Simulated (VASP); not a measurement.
# LiH2 in VASP: a series of runs

The runs below take LiH2 through single point, relaxation of cell and atoms, with PBE.

All numbers are computed with VASP 6.6.1; they aren't measurements. Logs are shortened: lines on timing, memory, paths and dates and some standing lists are left out, and cuts for length are marked.

### 1 The cell of the first run

It takes space group Immm (No. 71, orthorhombic). The conventional cell has a = 3.147 Å, b = 3.549 Å, c = 3.560 Å, α = 90.00°, β = 90.00°, γ = 90.00°. Li (site symmetry mmm) has 8 H at 1.94 to 1.95 Å within 2.6 Å. Within 2.1 Å of H (site symmetry 2mm) lie 2 H at 1.54 to 1.61 Å and 4 Li at 1.94 to 1.95 Å.

### 2 Single point, PBE

INCAR reads:

```
SYSTEM = LiH2
PREC = Accurate
ENCUT = 520
EDIFF = 1E-7
ISMEAR = 0
SIGMA = 0.1
LREAL = .FALSE.
LASPH = .TRUE.
NELM = 80
ALGO = Normal
ISIF = 2
LWAVE = .FALSE.
LCHARG = .FALSE.
GGA = PE
NBANDS = 14
```

KPOINTS reads:

```
Automatic mesh
0
G
  12 10 10
  0 0 0
```

POSCAR reads:

```
LiH2
1.0
    3.1469720452      0.0000000000      0.0000000000
    0.0000000000      3.5491361977      0.0000000000
    0.0000000000      0.0000000000      3.5602082961
Li H
2 4
Direct
    0.5000000000      0.5000000000      0.5000000000
    0.0000000000      0.0000000000      0.0000000000
    0.2445631141      1.0000000000      0.5000000000
    0.7445631141      0.5000000000      0.0000000000
    0.7554368859      0.0000000000      0.5000000000
    0.2554368859      0.5000000000      0.0000000000
```

Potentials or basis: VASP PAW PBE potentials, release 64 (Li_sv, H).

The run is started by

```
> cat potpaw_PBE.64/Li_sv/POTCAR potpaw_PBE.64/H/POTCAR > POTCAR
> mpirun -np 1 vasp_std > vasp.out
```

OUTCAR:

```text
SYSTEM = LiH2
   PREC = Accurate
   ENCUT = 520
   EDIFF = 1E-7
   ISMEAR = 0
   LREAL = .FALSE.
   LASPH = .TRUE.
   NELM = 80
   ISIF = 2
   GGA = PE

 ion  position               nearest neighbor table
   1  0.500  0.500  0.500-
   2  0.000  0.000  0.000-
   3  0.245  0.000  0.500-
   4  0.745  0.500  0.000-
   5  0.755  0.000  0.500-
   6  0.255  0.500  0.000-

  LATTYP: Found a simple orthorhombic cell.
 ALAT       =     3.1469720452
 B/A-ratio  =     1.1277940022
 C/A-ratio  =     1.1313123361

  Lattice vectors:

 A1 = (   3.1469720452,   0.0000000000,   0.0000000000)
 A2 = (   0.0000000000,   3.5491361977,   0.0000000000)
 A3 = (   0.0000000000,   0.0000000000,   3.5602082961)

Analysis of symmetry for initial positions (statically):
=====================================================================
 Subroutine PRICEL returns following result:

  LATTYP: Found a body centered orthorhombic cell.
 ALAT       =     3.1469720452
 B/A-ratio  =     1.1277940022
 C/A-ratio  =     1.1313123361

  Lattice vectors:

 A1 = (  -1.5734860226,  -1.7745680989,  -1.7801041480)
 A2 = (   1.5734860226,   1.7745680989,  -1.7801041481)
 A3 = (   1.5734860226,  -1.7745680989,   1.7801041480)

   2 primitive cells build up your supercell.

 Routine SETGRP: Setting up the symmetry group for a
 simple orthorhombic supercell.

 Subroutine GETGRP returns: Found  8 space group operations
 (whereof  8 operations were pure point group operations)
 out of a pool of  8 trial point group operations.

The static configuration has the point symmetry D_2h.

Analysis of symmetry for dynamics (positions and initial velocities):
=====================================================================
 Subroutine PRICEL returns following result:

  LATTYP: Found a body centered orthorhombic cell.
 ALAT       =     3.1469720452
 B/A-ratio  =     1.1277940022
 C/A-ratio  =     1.1313123361

  Lattice vectors:

 A1 = (  -1.5734860226,  -1.7745680989,  -1.7801041480)
 A2 = (   1.5734860226,   1.7745680989,  -1.7801041481)
 A3 = (   1.5734860226,  -1.7745680989,   1.7801041480)

   2 primitive cells build up your supercell.

 Routine SETGRP: Setting up the symmetry group for a
 simple orthorhombic supercell.

 Subroutine GETGRP returns: Found  8 space group operations
 (whereof  8 operations were pure point group operations)
 out of a pool of  8 trial point group operations.

The dynamic configuration has the point symmetry D_2h.

 Subroutine INISYM returns: Found  8 space group operations
 (whereof  8 operations are pure point group operations),
 and found     2 'primitive' translations

----------------------------------------------------------------------------------------

                                     Primitive cell

  volume of cell :      19.8820

  direct lattice vectors                    reciprocal lattice vectors
    -1.573486023 -1.774568099 -1.780104148    -0.000000000 -0.281758700 -0.280882442
     1.573486023  1.774568099 -1.780104148     0.317765772  0.000000000 -0.280882442
     1.573486023 -1.774568099  1.780104148     0.317765772 -0.281758700  0.000000000

  length of vectors
     2.965420877  2.965420877  2.965420877     0.397847849  0.424110872  0.424691712

  position of ions in fractional coordinates (direct lattice)
     0.000000000  0.000000000  0.000000000
     0.500000000  0.744563114  0.244563114
     0.500000000  0.255436886  0.755436886

  ion indices of the primitive-cell ions
   primitive index   ion index
                 1           1
                 2           4
                 3           6

----------------------------------------------------------------------------------------

 KPOINTS: Automatic mesh

Automatic generation of k-mesh.
 Grid dimensions read from file:
 generate k-points for:   12   10   10

 Generating k-lattice:

  Cartesian coordinates                     Fractional coordinates (reciprocal lattice)
     0.026480481  0.000000000  0.000000000     0.083333333  0.000000000  0.000000000
     0.000000000  0.028175870  0.000000000     0.000000000  0.100000000  0.000000000
     0.000000000  0.000000000  0.028088244     0.000000000  0.000000000  0.100000000

  Length of vectors
     0.026480481  0.028175870  0.028088244

  Shift w.r.t. Gamma in fractional coordinates (k-lattice)
     0.000000000  0.000000000  0.000000000

 Subroutine IBZKPT returns following result:
 ===========================================

 Found    252 irreducible k-points:

 Following reciprocal coordinates:
            Coordinates               Weight
  0.000000  0.000000  0.000000      1.000000
  0.083333  0.000000  0.000000      2.000000
  0.166667  0.000000  0.000000      2.000000
  0.250000  0.000000  0.000000      2.000000
  0.333333  0.000000  0.000000      2.000000
  0.416667  0.000000  0.000000      2.000000
[... 16 lines left out ...]
  0.083333  0.300000  0.000000      4.000000
  0.166667  0.300000  0.000000      4.000000
 [... further k-points ...]
   k-points           NKPTS =    252   k-points in BZ     NKDIM =    252   number of bands    NBANDS=     14
   number of dos      NEDOS =    301   number of ions     NIONS =      6
   total plane-waves  NPLWV =  18816
   dimension x,y,z NGX =    24 NGY =   28 NGZ =   28
   dimension x,y,z NGXF=    48 NGYF=   56 NGZF=   56
   ions per type =               2   4
   NGX,Y,Z   is equivalent  to a cutoff of  12.68, 13.12, 13.07 a.u.
   NGXF,Y,Z  is equivalent  to a cutoff of  25.36, 26.23, 26.15 a.u.
 SYSTEM =  LiH2
   PREC   = accura    normal or accurate (medium, high low for compatibility)
   ISTART =      0    job   : 0-new  1-cont  2-samecut
   ICHARG =      2    charge: 1-file 2-atom 10-const
   ISPIN  =      1    spin polarized calculation?
   LNONCOLLINEAR =      F non collinear calculations
   LSORBIT =      F    spin-orbit coupling
   LASPH  =      T    aspherical Exc in radial PAW
   ENCUT  =  520.0 eV  38.22 Ry    6.18 a.u.   5.85  6.60  6.62*2*pi/ulx,y,z
   NELM   =     80;   NELMIN=  2; NELMDL= -5     # of ELM steps
   EDIFF  = 0.1E-06   stopping-criterion for ELM
   LREAL  =      F    real-space projection
   EDIFFG = 0.1E-05   stopping-criterion for IOM
   NSW    =      0    number of steps for IOM
   IBRION =     -1    ionic relax: 0-MD 1-quasi-New 2-CG
   NFREE  =      0    steps in history (QN), initial steepest desc. (CG)
   ISIF   =      2    stress and relaxation
   ISYM   =      2    0-nonsym 1-usesym 2-fastsym
   POTIM  = 0.5000    time-step for ionic-motion
   TEBEG  =    0.0;   TEEND  =   0.0 temperature during run
   PSTRESS=    0.0 pullay stress
   NELECT =      10.0000    total number of electrons
   NUPDOWN=      -1.0000    fix difference up-down
   EMIN   =  10.00;   EMAX   =-10.00  energy-range for DOS
   EFERMI =   0.00;   METHOD = LEGACY
   ISMEAR =     0;   SIGMA  =   0.10  broadening in eV -4-tet -1-fermi 0-gaus
   EFERMI_NEDOS =   21; number of points for ismear=-14 and -15
   IALGO  =     38    algorithm
   IMIX   =      4    mixing-type and parameters
     AMIX     =   0.40;   BMIX     =  1.00
     AMIX_MAG =   1.60;   BMIX_MAG =  1.00
  volume/ion in A,a.u.               =       6.63        44.72
  Fermi-wavevector in a.u.,A,eV,Ry     =   1.033343  1.952735 14.528271  1.067798
  Thomas-Fermi vector in A             =   2.167585
   LORBIT       =      0    0 simple, 1 ext, 2 COOP (PROOUT), +10 PAW based schemes
   GGA     = PE    functional components
   LHFCALC =     F    Hartree Fock is set to
   AEXX    =    0.0000 exact exchange contribution
   IVDW    =     0    specifies the selected vdW correction
   LEPSILON=     F    determine dielectric tensor
   LRPA    =     F    only Hartree local field effects (RPA)
 non-spin polarized calculation
 Gauss-broadening in eV      SIGMA  =   0.10
  energy-cutoff  :      520.00
  volume of cell :       39.76
 maximum number of plane-waves:      1094
 NGX is ok and might be reduce to    24
   NGX = 11   NGY = 13   NGZ = 13

 number of electron      10.0000006 magnetization

 Free energy of the ion-electron system (eV)
  ---------------------------------------------------
  ext. energy  EPLUGINS =         0.00000000
  ---------------------------------------------------
  free energy    TOTEN  =       -16.33306439 eV

  energy without entropy =      -16.32944239  energy(sigma->0) =      -16.33125339

 E-fermi :   2.0650     XC(G=0):  -8.7625

 val. band max:        2.0601460382   @ k =   0.4167   0.1000   0.0000
 cond. band min:       2.0677357208   @ k =   0.4167   0.0000   0.1000
 fundamental gap:      0.0075896826
 Fermi energy:         2.0649507568

 k-point     1 :       0.0000    0.0000    0.0000
  band No.  band energies     occupation
      1     -44.3621      2.00000
      2     -44.3222      2.00000
      3      -7.3624      2.00000
      4      -2.3976      2.00000
      5       3.2123      0.00000
      6       4.8953      0.00000
      7       4.9649      0.00000
      8       8.0527      0.00000
      9       9.2792      0.00000
     10      14.0707      0.00000
     11      14.3520      0.00000
     12      14.4475      0.00000
     13      14.5109      0.00000
     14      17.1521      0.00000

 k-point     2 :       0.0833    0.0000    0.0000
  band No.  band energies     occupation
      1     -44.3611      2.00000
      2     -44.3226      2.00000
      3      -7.2728      2.00000
      4      -2.2997      2.00000
      5       2.5893      0.00000
      6       4.9979      0.00000
      7       5.0676      0.00000
      8       7.5877      0.00000
      9       9.9249      0.00000
     10      14.0890      0.00000
[... 362 lines left out ...]
 k-point    24 :       0.1667    0.3000    0.0000
  band No.  band energies     occupation
      1     -44.3500      2.00000
      2     -44.3297      2.00000
      3      -6.3594      2.00000
      4      -3.6740      2.00000
      5       1.9995      1.64508
      6       5.0549      0.00000
      7       6.3424      0.00000
      8       6.9771      0.00000
      9      10.3147      0.00000
     10      10.7770      0.00000
     11      13.5912      0.00000
     12      14.4936      0.00000
     13      14.7821      0.00000
     14      16.8178      0.00000

 [... further k-points ...]

------------------------ aborting loop because EDIFF is reached ----------------------------------------

  FORCE on cell =-STRESS in cart. coord.  units (eV):
  Direction    XX          YY          ZZ          XY          YZ          ZX
  --------------------------------------------------------------------------------------
  -------------------------------------------------------------------------------------
  Total       -0.0803926     -0.0686338     -0.0598904     -0.0000000      0.0000000      0.0000000
  in kB       -3.2391864     -2.7653966     -2.4131073     -0.0000000      0.0000000      0.0000000
  external PRESSURE =      -2.8058968 kB  Pullay stress =       0.0000000 kB

 VOLUME and BASIS-vectors are now :
 -----------------------------------------------------------------------------
  energy-cutoff  :      520.00
  volume of cell :       39.76
      direct lattice vectors                 reciprocal lattice vectors
     3.146972045  0.000000000  0.000000000     0.317765772  0.000000000  0.000000000
     0.000000000  3.549136198  0.000000000     0.000000000  0.281758700  0.000000000
     0.000000000  0.000000000  3.560208296     0.000000000  0.000000000  0.280882442

 POSITION                                       TOTAL-FORCE (eV/Angst)
 -----------------------------------------------------------------------------------
      1.57349      1.77457      1.78010         0.000000     -0.000000      0.000000
      0.00000      0.00000      0.00000         0.000000     -0.000000      0.000000
      0.76963      0.00000      1.78010         0.000602     -0.000000     -0.000000
      2.34312      1.77457      0.00000         0.000602      0.000000     -0.000000
      2.37734      0.00000      1.78010        -0.000602     -0.000000     -0.000000
      0.80385      1.77457      0.00000        -0.000602     -0.000000     -0.000000
 -----------------------------------------------------------------------------------
    total drift:                                0.000000      0.000000     -0.000000

  FREE ENERGIE OF THE ION-ELECTRON SYSTEM (eV)
  ---------------------------------------------------
  free  energy   TOTEN  =       -16.3330643911 eV

  energy  without entropy=      -16.3294423925  energy(sigma->0) =      -16.33125339
```

Wall time 2.4 min (1 thread of Intel Xeon 8259CL, shared host); peak memory 0.22 GiB.

What came out:

```yaml
Free_energy: -16.3331 eV
Band_gap_on_the_k_mesh: zero (bands 5 and 6 overlap by 7.36 eV)
```

Caveat: the cutoff is under 1.25 times the usual one of these potentials, so pressure, stress and relaxed cells hold a basis-set (Pulay) error.

### 3 Relaxation of cell and atoms, PBE

This run uses another cell than the first one, of 12.60 Å³/atom.

INCAR reads:

```
ALGO = Normal
EDIFF = 1E-6
EDIFFG = -0.01
ENCUT = 600
GGA = PE
IBRION = 2
ISIF = 3
ISMEAR = 0
LASPH = True
LCHARG = False
LREAL = False
LWAVE = False
NELM = 60
NSW = 100
PREC = Accurate
SIGMA = 0.02
```

KPOINTS reads:

```
k-points
0
Gamma
  8 8 8
```

POSCAR reads:

```
LiH2
1.0
   -2.4077216778      2.4077216778      3.2606225800
    2.4077216778     -2.4077216778      3.2606225800
    2.4077216778      2.4077216778     -3.2606225800
Li H
2 4
Direct
    0.0000000000      0.5000000000      0.5000000000
    0.5000000000      0.0000000000      0.5000000000
    0.3621595959      0.3621595959      0.7243191918
    0.3621595959      0.6378404041      0.0000000000
    0.6378404041      0.3621595959      0.0000000000
    0.6378404041      0.6378404041      0.2756808082
```

Potentials or basis: VASP PAW PBE potentials, release 64 (Li_sv, H).

The run is started by

```
> cat potpaw_PBE.64/Li_sv/POTCAR potpaw_PBE.64/H/POTCAR > POTCAR
> mpirun -np 1 vasp_std > vasp.out
```

Wall time 1.9 min (1 thread of Intel Xeon 8259CL, shared host); peak memory 0.25 GiB.

It converged, with:

```
Free energy                           : -15.5865 eV
Relaxed volume                        : 12.60 Å³/atom
Relaxed cell                          : a = 4.714 Å, b = 4.714 Å, c = 4.714 Å, α = 118.56°, β = 118.56°, γ = 92.51°
Space group after relaxing (to 0.1 Å) : I4/mmm (No. 139)
Energy gained by relaxing             : 0.0 meV/atom
Ionic steps                           : 3
Pressure after relaxing               : 0.0 GPa
Band gap on the k mesh                : 1.54 eV (least direct gap 1.79 eV)
```

The path:
| step | energy change (eV) | largest force (eV/Å) | pressure (GPa) | volume (Å³) |
| --- | --- | --- | --- | --- |
| 1 | 0.0000 | 0.0267 | 0.00 | 75.61 |
| 2 | -0.0001 | 0.0159 | -0.01 | 75.61 |
| 3 | -0.0002 | 0.0009 | -0.03 | 75.62 |

Final structure:
```
CELL_PARAMETERS angstrom
-2.40820 2.40820 3.25972
2.40820 -2.40820 3.25972
2.40820 2.40820 -3.25972
ATOMIC_POSITIONS crystal
Li 0.00000 0.50000 0.50000
Li 0.50000 0.00000 0.50000
H 0.36170 0.36170 0.72340
H 0.36170 0.63830 0.00000
H 0.63830 0.36170 0.00000
H 0.63830 0.63830 0.27660
```

Levels at points of the mesh, in eV from the valence-band top:
```tsv
k point	band 1	band 2	band 3	band 4	band 5	band 6	band 7	band 8	band 9
(0.00, 0.00, 0.00)	-44.88	-44.87	-6.45	-0.33	-0.33	3.27	5.85	6.54	8.57
(0.50, 0.00, 0.00)	-44.88	-44.88	-6.16	-1.27	-0.37	4.06	4.40	4.61	6.85
(0.50, 0.50, 0.00)	-44.88	-44.88	-6.18	-1.12	0.00	1.79	4.24	5.77	8.12
(0.50, 0.50, 0.50)	-44.88	-44.88	-5.90	-1.00	-1.00	1.72	4.73	5.98	6.70
```

Caveat: the cutoff is under 1.25 times the usual one of these potentials, so pressure, stress and relaxed cells hold a basis-set (Pulay) error. A k mesh can miss the band edges.

### 4 Relaxation of cell and atoms, PBE

INCAR reads:

```
SYSTEM = LiH2
PREC = Accurate ; ENCUT = 600
EDIFF = 1E-7 ; ISMEAR = 0
SIGMA = 0.1 ; LREAL = .False.
LASPH = .True. ; NELM = 60
ALGO = Normal ; ISIF = 3
LWAVE = .False. ; LCHARG = .False.
GGA = PE ; IBRION = 2
NSW = 100 ; EDIFFG = -0.01
```

KPOINTS reads:

```
Automatic mesh
0
Gamma
  12 10 10
  0 0 0
```

POSCAR reads:

```
LiH2
1.0
    3.1432222244      0.0000000000      0.0000000000
    0.0000000000      3.5516878695      0.0000000000
    0.0000000000      0.0000000000      3.5582825175
Li H
2 4
Direct
    0.5000000000      0.5000000000      0.5000000000
    0.0000000000      0.0000000000      0.0000000000
    0.2443420232      1.0000053957      0.5000000000
    0.7443420232      0.4999946043      0.0000000000
    0.7556579768     -0.0000053957      0.5000000000
    0.2556579768      0.5000053957      0.0000000000
```

The run is started by

```
> cat potpaw_PBE.64/Li_sv/POTCAR potpaw_PBE.64/H/POTCAR > POTCAR
> mpirun -np 1 vasp_std > vasp.out
```

Run time: 3.4 min. Hardware: 1 thread of Intel Xeon 8259CL, shared host; peak memory 0.23 GiB.

It converged, with:

| Quantity | Value |
| --- | --- |
| Free energy | -16.3336 eV |
| Relaxed volume | 6.61 Å³/atom |
| Relaxed cell | a = 3.142 Å, b = 3.550 Å, c = 3.557 Å, α = 90.00°, β = 90.00°, γ = 90.00° |
| Space group after relaxing (to 0.1 Å) | I4/mmm (No. 139) |
| Energy gained by relaxing | 0.0 meV/atom |
| Ionic steps | 2 |
| Pressure after relaxing | -0.1 GPa |
| Band gap on the k mesh | zero (bands 5 and 6 overlap by 7.40 eV) |

Stress tensor (GPa, compression positive):
```
-0.09  0.00  0.00
 0.00 -0.20  0.00
 0.00  0.00 -0.09
```

Final structure:
```
Li H
1.0
     3.14239    0.00000    0.00000
     0.00000    3.54995    0.00000
     0.00000    0.00000    3.55739
Li H
2 4
Cartesian
  1.5712 1.7750 1.7787
  0.0000 0.0000 0.0000
  0.7679 0.0000 1.7787
  2.3391 1.7750 0.0000
  2.3745 3.5499 1.7787
  0.8033 1.7750 3.5574
```

Levels at points of the mesh, in eV from the Fermi level:
| k point | band 1 | band 2 | band 3 | band 4 | band 5 | band 6 | band 7 | band 8 | band 9 |
| --- | --- | --- | --- | --- | --- | --- | --- | --- | --- |
| (0.00, 0.00, 0.00) | -46.44 | -46.40 | -9.45 | -4.49 | 1.16 | 2.82 | 2.87 | 6.01 | 7.22 |
| (0.50, 0.00, 0.00) | -46.41 | -46.41 | -6.23 | -6.23 | -0.99 | -0.99 | 6.48 | 6.48 | 6.54 |
| (0.00, 0.50, 0.00) | -46.41 | -46.41 | -7.70 | -7.70 | 3.35 | 3.35 | 5.70 | 5.70 | 5.99 |
| (0.50, 0.50, 0.00) | -46.41 | -46.41 | -4.68 | -4.68 | -3.87 | -3.87 | 6.83 | 6.83 | 8.26 |
| (0.00, 0.00, 0.50) | -46.41 | -46.41 | -7.72 | -7.72 | 3.34 | 3.34 | 5.74 | 5.74 | 6.12 |
| (0.50, 0.00, 0.50) | -46.41 | -46.41 | -4.97 | -4.97 | -3.54 | -3.54 | 6.78 | 6.78 | 8.36 |
| (0.00, 0.50, 0.50) | -46.41 | -46.41 | -7.48 | -7.48 | 1.37 | 1.37 | 4.12 | 4.12 | 10.67 |
| (0.50, 0.50, 0.50) | -46.41 | -46.41 | -4.05 | -4.05 | -3.71 | -3.71 | 2.10 | 2.10 | 6.79 |

Caveat: the cutoff is under 1.25 times the usual one of these potentials, so pressure, stress and relaxed cells hold a basis-set (Pulay) error.

### 5 Overview

| task | cell | k mesh | cutoff (eV) | smearing | gap on the mesh (eV) | pressure (GPa) | relaxed volume (Å³/atom) |
| --- | --- | --- | --- | --- | --- | --- | --- |
| single point | a = 3.147, b = 3.549, c = 3.560 Å, 6 atoms, atomic positions A | 12 × 10 × 10 | 520 | gaussian 0.1 eV | none | - | - |
| relaxation of cell and atoms | relaxed from a = 4.714 Å, angles 118.6, 118.6, 92.5°, 6 atoms, atomic positions B | 8 × 8 × 8 | 600 | gaussian 0.02 eV | 1.54 | 0.0 | 12.60 |
| relaxation of cell and atoms | relaxed from a = 3.143, b = 3.552, c = 3.558 Å, 6 atoms, atomic positions A | 12 × 10 × 10 | 600 | gaussian 0.1 eV | none | -0.1 | 6.61 |

Alike in all rows: level PBE; potentials or basis VASP PAW PBE potentials, release 64 (Li_sv, H); no spin polarisation.

Caveats: the cutoff is under 1.25 times the usual one of these potentials, so pressure, stress and relaxed cells hold a basis-set (Pulay) error.

Absolute energies hang on the potentials; compare differences alone.
